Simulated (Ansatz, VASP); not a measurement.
Given: the input of a run of Ansatz 0.2.0 on Al.

input.yaml

```yaml
crystal:
  lattice:
    - [2.8270770242, 0.0, 0.0]
    - [-1.4135385121, 2.4483205214, 0.0]
    - [0.0, 0.0, 24.18599307]
  atoms:
    - { symbol: Al, position: [0.0, 0.0, 0.310096839] }
    - { symbol: Al, position: [0.33333333, 0.66666666, 0.4050484195] }
    - { symbol: Al, position: [0.0, 0.0, 0.5] }
    - { symbol: Al, position: [0.66666667, 0.33333334, 0.5949515805] }
    - { symbol: Al, position: [0.0, 0.0, 0.689903161] }
hamiltonian:
  xc: pbe
  pseudopotentials: { kind: paw }
kpoints:
  mp_grid: { grid: [11, 11, 1] }
scf:
  occupations: { method: fermi_dirac, width: 0.05 }
output:
  forces: true
  eigenvalues: true
efield:
  axis: 3
  dipole_correction: true
  ramp_width: 0.04
```

Potentials or basis: Ansatz PAW.

Run with:

```console
$ ansatz run input.yaml --threads 4 --pin off --max-ram 11264MiB --backend cpu --events-out ev --progress --plain --runs-dir out
```

Question: Translate it to VASP 6.6.1. Potentials there: VASP PAW PBE potentials, release 64 (Al).

Answer: As run (the cutoff follows the program's own potentials):

File INCAR:

```
SYSTEM = Al
PREC     = Accurate       ! precision mode
ENCUT    = 520            ! plane-wave cutoff, eV
EDIFF    = 1E-7           ! SCF threshold, eV
ISMEAR   = -1             ! smearing method
SIGMA    = 0.05           ! smearing width, eV
LREAL    = .False.        ! projectors in reciprocal space
LASPH    = .True.         ! aspherical terms in the spheres
NELM     = 80             ! most SCF steps
ALGO     = Normal         ! electronic algorithm
ISIF     = 2              ! what is computed and relaxed
LWAVE    = .False.        ! write WAVECAR
LCHARG   = .False.        ! write CHGCAR
LDIPOL   = .True.       
IDIPOL   = 3            
DIPOL    = 0.5 0.5 0.500
GGA      = PE             ! functional
NBANDS   = 16             ! bands
```

Contents of KPOINTS:

```
Automatic mesh
0
Gamma
  11 11 1
  0 0 0
```

POSCAR

```
Al
1.0
    2.8270770242      0.0000000000      0.0000000000
   -1.4135385121      2.4483205214      0.0000000000
    0.0000000000      0.0000000000     24.1859930700
Al
5
Direct
    0.0000000000      0.0000000000      0.3100968390
    0.3333333300      0.6666666600      0.4050484195
    0.0000000000      0.0000000000      0.5000000000
    0.6666666700      0.3333333400      0.5949515805
    0.0000000000      0.0000000000      0.6899031610
```

Potentials or basis: VASP PAW PBE potentials, release 64 (Al).

Launch:

```sh
$ cat potpaw_PBE.64/Al/POTCAR > POTCAR
$ mpirun -np 1 vasp_std > vasp.out
```

Both were run:

|  | VASP | Ansatz | Ansatz less VASP |
| --- | --- | --- | --- |
| gap on the k mesh at the Fermi level (eV) | none | none | - |
| rms of the force components (eV/Å) | 0.099 | 0.099 | +0.0003 |

Atom by atom the forces differ by 0.000 eV/Å (rms over components). A gap of «none» marks a metal or a gap that the smearing closes.
